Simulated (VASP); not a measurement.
Set up this calculation in VASP 6.6.1, as the native input.

- Task: single point
- Functional: PBEsol
- Potentials or basis: VASP PAW PBE potentials, release 64 (Cu)
- Cutoff: 520 eV
- k mesh: 10 × 10 × 14
- Occupations: fermi-dirac, width 0.1 eV
- Spin: no spin polarisation
- Dipole correction: no
- Further INCAR settings: ALGO = Normal; EDIFF = 1e-06; NBANDS = 24

The structure of Cu lies in POSCAR:

```
Cu
1.0
    4.1029720794      0.0000000000      0.0000000000
   -2.0514860397      3.5532780518      0.0000000000
    0.0000000000      0.0000000000      2.4644184643
Cu
3
Direct
    0.0000000000      1.0000000000      0.0000000000
    0.3333333333      0.6666666667      0.5000000000
    0.6666666667      0.3333333333      0.5000000000
```

This isn't the form of Cu at room conditions, which is fcc.

The input as run:

INCAR

```
PREC = Accurate
ENCUT = 520
EDIFF = 1E-6
ISMEAR = -1
SIGMA = 0.1
LREAL = F
LASPH = T
NELM = 60
ALGO = Normal
ISIF = 2
LWAVE = F
LCHARG = F
GGA = PS
NBANDS = 24
```

KPOINTS

```
Automatic mesh
0
Gamma
  10 10 14
```

Potentials or basis: VASP PAW PBE potentials, release 64 (Cu).

Command:

```console
$ cat potpaw_PBE.64/Cu/POTCAR > POTCAR
$ mpirun -np 1 vasp_std > vasp.out
```

Results of the run:

| Property | Result |
| --- | --- |
| Pressure | -5.0 GPa |
| Band gap on the k mesh | zero (an odd number of electrons rules out a gap without spin polarisation) |

Caveat: the cell stands under tension; the PAW data sets were made with another functional, which shifts forces and pressure a little.

Run time: 54 s on 1 thread of Intel(R) Xeon(R) Platinum 8259CL CPU @ 2.50GHz (Skylake/Cascade Lake), on a shared host, peak memory 0.2 GiB.
